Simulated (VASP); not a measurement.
LiF, 2 atoms in the cell. Symmetry: F-43m, No. 216, cubic system. The conventional cell has a = 4.360 Å, b = 4.360 Å, c = 4.360 Å, α = 90.00°, β = 90.00°, γ = 90.00°. Li (site symmetry -43m) has 4 F at 1.89 Å within 2.5 Å. Within 2.5 Å of F (site symmetry -43m) lie 4 Li at 1.89 Å. 

```yaml
Program: VASP 6.6.1
Task: relaxation of cell and atoms
Functional: PBE
Potentials_or_basis: VASP PAW PBE potentials, release 64 (Li_sv, F)
Cutoff: 600 eV
k_mesh: 10 × 10 × 10
Occupations: gaussian, width 0.02 eV
Spin: no spin polarisation
Dipole_correction: no
Further_INCAR_settings: ALGO = Normal; EDIFF = 1e-07; IBRION = 2; EDIFFG = -0.01; NSW = 100; ISIF = 3
```

Potentials or basis: VASP PAW PBE potentials, release 64 (Li_sv, F).

Command:

```sh
$ cat potpaw_PBE.64/Li_sv/POTCAR potpaw_PBE.64/F/POTCAR > POTCAR
$ mpirun -np 1 vasp_std > vasp.out
```

Hardware: 1 thread of AMD EPYC 9R45 (Zen 5), on a shared host.

Q: How long does it take, and how much memory?

A: Run time: 19 s on 1 thread of AMD EPYC 9R45 (Zen 5) (shared host), peak memory 0.11 GiB. Counts: scf iterations 21, k points 47, ion steps 2.
